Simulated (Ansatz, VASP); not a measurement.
## One calculation of K, two programs

Contents of INCAR:

```
PREC = Accurate
ENCUT = 520
EDIFF = 1E-7
ISMEAR = 0
SIGMA = 0.1
LREAL = False
LASPH = True
NELM = 80
ALGO = Normal
ISIF = 2
LWAVE = False
LCHARG = True
GGA = PS
LELF = True
LVHAR = True
NBANDS = 16
```

The input KPOINTS:

```
Automatic mesh
0
Gamma
  6 6 6
```

Contents of POSCAR:

```
K
1.0
   -2.2081090471      2.2081090471      8.0458679461
    2.2081090471     -2.2081090471      8.0458679461
    2.2081090471      2.2081090471     -8.0458679461
K
2
Direct
    0.2500000000      0.7500000000      0.5000000000
    0.5000000000      0.5000000000      0.0000000000
```

Input for Ansatz:

```yaml
crystal:
  lattice:
    - [-2.2081090471, 2.2081090471, 8.0458679461]
    - [2.2081090471, -2.2081090471, 8.0458679461]
    - [2.2081090471, 2.2081090471, -8.0458679461]
  atoms:
    - { symbol: K, position: [0.25, 0.75, 0.5] }
    - { symbol: K, position: [0.5, 0.5, 0.0] }
basis:
  ecutwfc: 420
kpoints:
  mp_grid: { grid: [6, 6, 6] }
hamiltonian:
  xc: pbesol
scf:
  occupations: { method: gaussian, width: 0.1 }
  convergence: { dr2_threshold: "1e-2 eV" }
output:
  forces: true
  stress: true
  eigenvalues: true
```

Alike in both runs: task single point; functional PBEsol; k mesh 6 × 6 × 6; occupations gaussian, width 0.1 eV; no spin polarisation.

|  | VASP | Ansatz |
| --- | --- | --- |
| version | VASP 6.6.1 | Ansatz 0.2.0 |
| potentials or method | VASP PAW PBE potentials, release 64 (K_sv), cutoff 520 eV | scalar-relativistic, plane waves, PAW |
| valence electrons in the cell | 18 | 18 |

|  | VASP | Ansatz | Ansatz less VASP |
| --- | --- | --- | --- |
| gap on the k mesh at the Fermi level (eV) | none | none | - |
| pressure (GPa) | -0.2 | -0.2 | +0.01 |

VASP's potentials were made for PBE, not for PBEsol. A gap of «none» marks a metal or a gap that the smearing closes. Ansatz's warnings: force scf threshold loose, stress scf threshold loose.
